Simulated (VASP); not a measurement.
A run of VASP 6.6.1 is set up as follows.

File INCAR:

```
ALGO = Normal ; EDIFF = 1E-6
EDIFFG = -0.005 ; ENCUT = 600
GGA = PS ; IBRION = 2
ISIF = 4 ; ISMEAR = -1
LASPH = True ; LCHARG = False
LREAL = False ; LWAVE = False
NELM = 60 ; NSW = 50
PREC = Accurate ; SIGMA = 0.08
```

Contents of KPOINTS:

```
k-points
0
Gamma
  15 15 8
```

Contents of POSCAR:

```
Cl
1.0
    2.9402911483      0.0000000000      0.0000000000
   -1.4701455741      2.5463668290      0.0000000000
    0.0000000000      0.0000000000      3.2963865100
Cl
2
Direct
    0.3333333333      0.6666666667      0.2500000000
    0.6666666667      0.3333333333      0.7500000000
```

Potentials or basis: VASP PAW PBE potentials, release 64 (Cl).

The run is started by

```console
$ cat potpaw_PBE.64/Cl/POTCAR > POTCAR
$ mpirun -np 1 vasp_std > vasp.out
```

(1) Predict the band gap on the k mesh.

## Answers

(1) zero (bands 7 and 8 overlap by 3.97 eV).

Caveat: a cell axis changed by over 15 % at a fixed basis, so the end point is rough.
